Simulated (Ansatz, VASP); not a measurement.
**One calculation of Sc2BP3, two programs**

```xyz
6
Lattice="4.0358 0.0000 -0.0237 0.0000 3.2981 0.0000 -1.9869 0.0000 6.9711" Properties=species:S:1:pos:R:3 pbc="T T T"
Sc    1.5845    1.6491    1.7032
Sc    2.4971    0.0000    5.2182
B     0.5026    0.0000    6.8097
P     0.3386    1.6491    4.2953
P    -0.2949    0.0000    2.7456
P     3.5367    1.6491    0.0585
```

Change from the starting cell: the structure that the rattled cell fell into.

Alike in both runs: functional PBE; k mesh 4 × 6 × 4; occupations gaussian, width 0.1 eV; no spin polarisation.

Ansatz relaxed the structure, and its values are those at the end. VASP's run is a single point on that final structure, the one shown.

```csv
,VASP,Ansatz
version,VASP 6.6.1,Ansatz 0.2.0
potentials or method,"VASP PAW PBE potentials, release 64 (Sc_sv, B, P), cutoff 520 eV","scalar-relativistic, plane waves, PAW"
valence electrons in the cell,40,40
```

VASP gave:

```
gap on the k mesh at the Fermi level (eV) : none
pressure (GPa)                            : 0.1
rms of the force components (eV/Å)        : 0.016
```

Question: What did Ansatz give for the same quantities?

Answer: gap on the k mesh at the Fermi level (eV): none; pressure (GPa): 0.0; rms of the force components (eV/Å): 0.006.

A gap of «none» marks a metal or a gap that the smearing closes. With one functional, cell and mesh, what is left measures potentials, basis and numerics.

The k mesh is coarse, so the values compare programs but aren't converged.
